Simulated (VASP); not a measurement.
# GaSb (rocksalt type) (Fm-3m) in VASP: notebook

GaSb (rocksalt type) is run at these levels: PBEsol; tasks: single point.

All numbers are computed with VASP 6.6.1; they aren't measurements. Logs are shortened: lines on timing, memory, paths and dates and some standing lists are left out, and cuts for length are marked.

**1. The cell of the first run**

It takes space group Fm-3m (No. 225, cubic). Conventional cell: a = 5.288 Å, b = 5.288 Å, c = 5.288 Å, α = 90.00°, β = 90.00°, γ = 90.00°. Ga (site symmetry m-3m) has 6 Sb at 2.64 Å within 3.5 Å. Within 3.5 Å of Sb (site symmetry m-3m) lie 6 Ga at 2.64 Å.

**2. Single point, PBEsol (18.49 Å³/atom)**

INCAR

```
SYSTEM = GaSb
PREC = Accurate ; ENCUT = 520
EDIFF = 1E-6 ; ISMEAR = -1
SIGMA = 0.08 ; LREAL = .False.
LASPH = .True. ; NELM = 80
ALGO = Normal ; ISIF = 2
LWAVE = .False. ; LCHARG = .False.
GGA = PS ; NBANDS = 16
```

KPOINTS

```
Automatic mesh
0
Gamma
  13 13 13
  0 0 0
```

POSCAR

```
GaSb
1.0
    0.0000000000      2.6441960135      2.6441960135
    2.6441960135      0.0000000000      2.6441960135
    2.6441960135      2.6441960135      0.0000000000
Ga Sb
1 1
Direct
    0.0000000000      0.0000000000      0.0000000000
    0.5000000000      0.5000000000      0.5000000000
```

Potentials or basis: VASP PAW PBE potentials, release 64 (Ga_d, Sb).

Launch:

```bash
$ cat potpaw_PBE.64/Ga_d/POTCAR potpaw_PBE.64/Sb/POTCAR > POTCAR
$ mpirun -np 1 vasp_std > vasp.out
```

OUTCAR:

```text
SYSTEM = GaSb
   PREC = Accurate
   ENCUT = 520
   EDIFF = 1E-6
   ISMEAR = -1
   LREAL = .False.
   LASPH = .True.
   NELM = 80
   ISIF = 2
   GGA = PS

 ion  position               nearest neighbor table
   1  0.000  0.000  0.000-   2 2.64   2 2.64   2 2.64   2 2.64   2 2.64   2 2.64
   2  0.500  0.500  0.500-   1 2.64   1 2.64   1 2.64   1 2.64   1 2.64   1 2.64

  LATTYP: Found a face centered cubic cell.
 ALAT       =     5.2883920270

  Lattice vectors:

 A1 = (   0.0000000000,   2.6441960135,   2.6441960135)
 A2 = (   2.6441960135,   0.0000000000,   2.6441960135)
 A3 = (   2.6441960135,   2.6441960135,   0.0000000000)

Analysis of symmetry for initial positions (statically):
=====================================================================
 Subroutine PRICEL returns:
 Original cell was already a primitive cell.

 Routine SETGRP: Setting up the symmetry group for a
 face centered cubic supercell.

 Subroutine GETGRP returns: Found 48 space group operations
 (whereof 48 operations were pure point group operations)
 out of a pool of 48 trial point group operations.

The static configuration has the point symmetry O_h .

Analysis of symmetry for dynamics (positions and initial velocities):
=====================================================================
 Subroutine PRICEL returns:
 Original cell was already a primitive cell.

 Routine SETGRP: Setting up the symmetry group for a
 face centered cubic supercell.

 Subroutine GETGRP returns: Found 48 space group operations
 (whereof 48 operations were pure point group operations)
 out of a pool of 48 trial point group operations.

The dynamic configuration has the point symmetry O_h .

 Subroutine INISYM returns: Found 48 space group operations
 (whereof 48 operations are pure point group operations),
 and found     1 'primitive' translations

----------------------------------------------------------------------------------------

                                     Primitive cell

  volume of cell :      36.9752

  direct lattice vectors                    reciprocal lattice vectors
     0.000000000  2.644196014  2.644196014    -0.189093395  0.189093395  0.189093395
     2.644196014  0.000000000  2.644196014     0.189093395 -0.189093395  0.189093395
     2.644196014  2.644196014  0.000000000     0.189093395  0.189093395 -0.189093395

  length of vectors
     3.739457864  3.739457864  3.739457864     0.327519367  0.327519367  0.327519367

  position of ions in fractional coordinates (direct lattice)
     0.000000000  0.000000000  0.000000000
     0.500000000  0.500000000  0.500000000

  ion indices of the primitive-cell ions
   primitive index   ion index
                 1           1
                 2           2

----------------------------------------------------------------------------------------

 KPOINTS: Automatic mesh

Automatic generation of k-mesh.
 Grid dimensions read from file:
 generate k-points for:   13   13   13

 Generating k-lattice:

  Cartesian coordinates                     Fractional coordinates (reciprocal lattice)
    -0.014545646  0.014545646  0.014545646     0.076923077  0.000000000  0.000000000
     0.014545646 -0.014545646  0.014545646     0.000000000  0.076923077  0.000000000
     0.014545646  0.014545646 -0.014545646     0.000000000  0.000000000  0.076923077

  Length of vectors
     0.025193797  0.025193797  0.025193797

  Shift w.r.t. Gamma in fractional coordinates (k-lattice)
     0.000000000  0.000000000  0.000000000

 Subroutine IBZKPT returns following result:
 ===========================================

 Found     84 irreducible k-points:

 Following reciprocal coordinates:
            Coordinates               Weight
  0.000000  0.000000  0.000000      1.000000
  0.076923  0.000000  0.000000      8.000000
  0.153846  0.000000  0.000000      8.000000
  0.230769  0.000000  0.000000      8.000000
  0.307692  0.000000  0.000000      8.000000
  0.384615  0.000000  0.000000      8.000000
[... 16 lines left out ...]
  0.384615  0.153846  0.000000     24.000000
  0.461538  0.153846  0.000000     24.000000
 [... further k-points ...]
   k-points           NKPTS =     84   k-points in BZ     NKDIM =     84   number of bands    NBANDS=     16
   number of dos      NEDOS =    301   number of ions     NIONS =      2
   total plane-waves  NPLWV =  21952
   dimension x,y,z NGX =    28 NGY =   28 NGZ =   28
   dimension x,y,z NGXF=    56 NGYF=   56 NGZF=   56
   ions per type =               1   1
   NGX,Y,Z   is equivalent  to a cutoff of  12.45, 12.45, 12.45 a.u.
   NGXF,Y,Z  is equivalent  to a cutoff of  24.90, 24.90, 24.90 a.u.
 SYSTEM =  GaSb
   PREC   = accura    normal or accurate (medium, high low for compatibility)
   ISTART =      0    job   : 0-new  1-cont  2-samecut
   ICHARG =      2    charge: 1-file 2-atom 10-const
   ISPIN  =      1    spin polarized calculation?
   LNONCOLLINEAR =      F non collinear calculations
   LSORBIT =      F    spin-orbit coupling
   LASPH  =      T    aspherical Exc in radial PAW
   ENCUT  =  520.0 eV  38.22 Ry    6.18 a.u.   6.95  6.95  6.95*2*pi/ulx,y,z
   NELM   =     80;   NELMIN=  2; NELMDL= -5     # of ELM steps
   EDIFF  = 0.1E-05   stopping-criterion for ELM
   LREAL  =      F    real-space projection
   EDIFFG = 0.1E-04   stopping-criterion for IOM
   NSW    =      0    number of steps for IOM
   IBRION =     -1    ionic relax: 0-MD 1-quasi-New 2-CG
   NFREE  =      0    steps in history (QN), initial steepest desc. (CG)
   ISIF   =      2    stress and relaxation
   ISYM   =      2    0-nonsym 1-usesym 2-fastsym
   POTIM  = 0.5000    time-step for ionic-motion
   TEBEG  =    0.0;   TEEND  =   0.0 temperature during run
   PSTRESS=    0.0 pullay stress
   NELECT =      18.0000    total number of electrons
   NUPDOWN=      -1.0000    fix difference up-down
   EMIN   =  10.00;   EMAX   =-10.00  energy-range for DOS
   EFERMI =   0.00;   METHOD = LEGACY
   ISMEAR =    -1;   SIGMA  =   0.08  broadening in eV -4-tet -1-fermi 0-gaus
   EFERMI_NEDOS =   21; number of points for ismear=-14 and -15
   IALGO  =     38    algorithm
   IMIX   =      4    mixing-type and parameters
     AMIX     =   0.40;   BMIX     =  1.00
     AMIX_MAG =   1.60;   BMIX_MAG =  1.00
  volume/ion in A,a.u.               =      18.49       124.76
  Fermi-wavevector in a.u.,A,eV,Ry     =   1.287840  2.433665 22.565708  1.658533
  Thomas-Fermi vector in A             =   2.419830
   LORBIT       =      0    0 simple, 1 ext, 2 COOP (PROOUT), +10 PAW based schemes
   GGA     = PS    functional components
   LHFCALC =     F    Hartree Fock is set to
   AEXX    =    0.0000 exact exchange contribution
   IVDW    =     0    specifies the selected vdW correction
   LEPSILON=     F    determine dielectric tensor
   LRPA    =     F    only Hartree local field effects (RPA)
 non-spin polarized calculation
  energy-cutoff  :      520.00
  volume of cell :       36.98
 maximum number of plane-waves:      1010
   NGX = 13   NGY = 13   NGZ = 13

 number of electron      17.9999991 magnetization

 Free energy of the ion-electron system (eV)
  ---------------------------------------------------
  ext. energy  EPLUGINS =         0.00000000
  ---------------------------------------------------
  free energy    TOTEN  =        -7.28774826 eV

  energy without entropy =       -7.27138670  energy(sigma->0) =       -7.27956748

 E-fermi :   9.7379     XC(G=0): -11.5894

 val. band max:        9.7240955353   @ k =  -0.4615   0.2308   0.0000
 cond. band min:       9.7908139339   @ k =  -0.3846   0.3846   0.0769
 fundamental gap:      0.0667183986
 Fermi energy:         9.7379452659

 k-point     1 :       0.0000    0.0000    0.0000
  band No.  band energies     occupation
      1      -5.5639      2.00000
      2      -5.5639      2.00000
      3      -5.5325      2.00000
      4      -5.5325      2.00000
      5      -5.5325      2.00000
      6      -4.4628      2.00000
[... 8 lines left out ...]
     15      16.8799      0.00000
     16      16.8799      0.00000

 k-point     2 :       0.0769    0.0000    0.0000
  band No.  band energies     occupation
      1      -5.5669      2.00000
      2      -5.5669      2.00000
      3      -5.5332      2.00000
      4      -5.5309      2.00000
      5      -5.5309      2.00000
      6      -4.3665      2.00000
[... 8 lines left out ...]
     15      16.3281      0.00000
     16      16.5938      0.00000

 k-point     3 :       0.1538    0.0000    0.0000
  band No.  band energies     occupation
      1      -5.5757      2.00000
      2      -5.5757      2.00000
      3      -5.5359      2.00000
      4      -5.5259      2.00000
      5      -5.5259      2.00000
      6      -4.0775      2.00000
[... 8 lines left out ...]
     15      16.8394      0.00000
     16      16.8394      0.00000

 k-point     4 :       0.2308    0.0000    0.0000
  band No.  band energies     occupation
      1      -5.5889      2.00000
      2      -5.5889      2.00000
      3      -5.5407      2.00000
      4      -5.5180      2.00000
      5      -5.5180      2.00000
      6      -3.5977      2.00000
[... 8 lines left out ...]
     15      17.7104      0.00000
     16      17.7104      0.00000
[... 324 lines left out ...]
 k-point    22 :       0.3077    0.1538    0.0000
  band No.  band energies     occupation
      1      -5.6444      2.00000
      2      -5.5709      2.00000
      3      -5.5436      2.00000
      4      -5.5147      2.00000
      5      -5.5064      2.00000
      6      -3.0326      2.00000
[... 8 lines left out ...]
     15      20.0367      0.00000
     16      20.2475      0.00000

 k-point    23 :       0.3846    0.1538    0.0000
  band No.  band energies     occupation
      1      -5.6561      2.00000
      2      -5.5846      2.00000
      3      -5.5447      2.00000
      4      -5.5114      2.00000
      5      -5.4983      2.00000
      6      -2.3116      2.00000
[... 8 lines left out ...]
     15      21.3143      0.00000
     16      21.7364      0.00000

 k-point    24 :       0.4615    0.1538    0.0000
  band No.  band energies     occupation
      1      -5.6598      2.00000
      2      -5.5987      2.00000
      3      -5.5454      2.00000
      4      -5.5085      2.00000
      5      -5.4938      2.00000
      6      -1.4610      2.00000
[... 8 lines left out ...]
     15      22.6958      0.00000
     16      23.1992      0.00000

 [... further k-points ...]
[... 5 lines left out ...]
  --------------------------------------------------------------------------------------
  -------------------------------------------------------------------------------------
  Total        5.7837461      5.7837461      5.7837461      0.0000000     -0.0000000      0.0000000
  in kB      250.6160438    250.6160438    250.6160438      0.0000000     -0.0000000      0.0000000
  external PRESSURE =     250.6160438 kB  Pullay stress =       0.0000000 kB

 VOLUME and BASIS-vectors are now :
 -----------------------------------------------------------------------------
  energy-cutoff  :      520.00
  volume of cell :       36.98
      direct lattice vectors                 reciprocal lattice vectors
     0.000000000  2.644196014  2.644196014    -0.189093395  0.189093395  0.189093395
     2.644196014  0.000000000  2.644196014     0.189093395 -0.189093395  0.189093395
     2.644196014  2.644196014  0.000000000     0.189093395  0.189093395 -0.189093395

 POSITION                                       TOTAL-FORCE (eV/Angst)
 -----------------------------------------------------------------------------------
      0.00000      0.00000      0.00000         0.000000      0.000000      0.000000
      2.64420      2.64420      2.64420        -0.000000     -0.000000     -0.000000
 -----------------------------------------------------------------------------------
    total drift:                               -0.000000     -0.000000      0.000000

  FREE ENERGIE OF THE ION-ELECTRON SYSTEM (eV)
  ---------------------------------------------------
  free  energy   TOTEN  =        -7.2877482567 eV

  energy  without entropy=       -7.2713866992  energy(sigma->0) =       -7.27956748
```

It took 58 s on 1 thread of Intel Xeon 8259CL, shared host; peak memory 0.19 GiB.

What came out:

| Item | Value |
| --- | --- |
| Free energy | -7.2877 eV |
| Pressure | 25.1 GPa |
| Band gap on the k mesh | zero (bands 9 and 10 overlap by 4.54 eV) |

Levels at points of the mesh, in eV from the Fermi level:
| k point | band 7 | band 8 | band 9 | band 10 | band 11 | band 12 |
| --- | --- | --- | --- | --- | --- | --- |
| (0.00, 0.00, 0.00) | 0.10 | 0.10 | 0.10 | 2.41 | 6.35 | 6.35 |

Caveat: the cell stands under pressure; the PAW data sets were made with another functional, which shifts forces and pressure a little; spin-orbit coupling is left out, which moves the levels of the heavy elements.

**3. Single point, PBEsol (20.34 Å³/atom)**

This run uses another cell than the first one, of 20.34 Å³/atom.

INCAR

```
  PREC = Accurate
  ENCUT = 520
  EDIFF = 1E-6
  ISMEAR = -1
  SIGMA = 0.08
  LREAL = F
  LASPH = T
  NELM = 60
  ALGO = Normal
  ISIF = 2
  LWAVE = F
  LCHARG = T
  GGA = PS
  LELF = T
  LVHAR = T
  NBANDS = 16
```

KPOINTS

```
Automatic mesh
0
Gamma
  13 13 13
```

POSCAR

```
GaSb
1.0
    0.0000000000      2.7295509661      2.7295509661
    2.7295509661      0.0000000000      2.7295509661
    2.7295509661      2.7295509661      0.0000000000
Ga Sb
1 1
Direct
    0.0000000000      0.0000000000      0.0000000000
    0.5000000000      0.5000000000      0.5000000000
```

Potentials or basis: VASP PAW PBE potentials, release 64 (Ga_d, Sb).

Launch:

```bash
$ cat potpaw_PBE.64/Ga_d/POTCAR potpaw_PBE.64/Sb/POTCAR > POTCAR
$ mpirun -np 1 vasp_std > vasp.out
```

It took 73 s on 1 thread of Intel Xeon 8259CL, shared host; peak memory 0.21 GiB.

It converged, with:

| Item | Value |
| --- | --- |
| Free energy | -7.6973 eV |
| Pressure | 11.6 GPa |
| Band gap on the k mesh | zero (bands 9 and 10 overlap by 4.01 eV) |

Levels at points of the mesh, in eV from the Fermi level:
| k point | band 6 | band 7 | band 8 | band 9 | band 10 | band 11 | band 12 | band 13 |
| --- | --- | --- | --- | --- | --- | --- | --- | --- |
| (0.00, 0.00, 0.00) | -13.27 | 0.13 | 0.13 | 0.13 | 1.37 | 6.34 | 6.34 | 6.34 |

Caveat: the cell stands under pressure; the PAW data sets were made with another functional, which shifts forces and pressure a little; spin-orbit coupling is left out, which moves the levels of the heavy elements.
